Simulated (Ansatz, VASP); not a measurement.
# One calculation of C, two programs

The input INCAR:

```
PREC     = Accurate       # precision mode
ENCUT    = 520            # plane-wave cutoff, eV
EDIFF    = 1E-8           # SCF threshold, eV
ISMEAR   = -1             # smearing method
SIGMA    = 0.05           # smearing width, eV
LREAL    = False          # projectors in reciprocal space
LASPH    = True           # aspherical terms in the spheres
NELM     = 60             # most SCF steps
ALGO     = Normal         # electronic algorithm
ISIF     = 2              # what is computed and relaxed
LWAVE    = False          # write WAVECAR
LCHARG   = False          # write CHGCAR
GGA      = PS             # functional
LEFG     = True         
NBANDS   = 11             # bands
```

Contents of KPOINTS:

```
regular mesh
0
Gamma
  18 18 18
```

POSCAR

```
C
1.0
    0.0000000000      2.0835796532      3.2796542920
    1.2029317415      0.0000000000      3.2796542920
    1.2029317415      2.0835796532      0.0000000000
C
2
Direct
    0.1666700000      0.8333300000      0.1666700000
    0.8333300000      0.1666700000      0.8333300000
```

Input for Ansatz:

```yaml
crystal:
  lattice:
    - [0.0, 2.0835796532, 3.279654292]
    - [1.2029317415, 0.0, 3.279654292]
    - [1.2029317415, 2.0835796532, 0.0]
  atoms:
    - { symbol: C, position: [0.16667, 0.83333, 0.16667] }
    - { symbol: C, position: [0.83333, 0.16667, 0.83333] }
kpoints:
  mp_grid: { grid: [18, 18, 18] }
scf:
  occupations: { method: fermi_dirac, width: 0.05 }
hamiltonian:
  xc: pbesol
  pseudopotentials: { kind: all_electron, datasets: crystal }
output:
  forces: true
  stress: true
  eigenvalues: true
  efg: { contact_densities: true }
```

Change from the starting cell: volume scaled by 0.94, crystal datasets.

Alike in both runs: task electric field gradients; functional PBEsol; k mesh 18 × 18 × 18; occupations fermi-dirac, width 0.05 eV; no spin polarisation.

```csv
,VASP,Ansatz
version,VASP 6.6.1,Ansatz 0.2.0
potentials or method,"VASP PAW PBE potentials, release 64 (C), cutoff 520 eV","all-electron PAW with datasets made for the crystal, scalar-relativistic"
```

Ansatz gave:

- pressure (GPa): 21.2
- traceless stress, the component that is largest in VASP (GPa): -18.63
- size of Vzz on the site where it differs most (V/Å²): 29.6

Q: What did VASP give for the same quantities?

A: Pressure (GPa): 22.0; traceless stress, the component that is largest in VASP (GPa): -19.55; size of Vzz on the site where it differs most (V/Å²): 35.3.

VASP's potentials were made for PBE, not for PBEsol. Ansatz ran all-electron here, and VASP with PAW potentials.
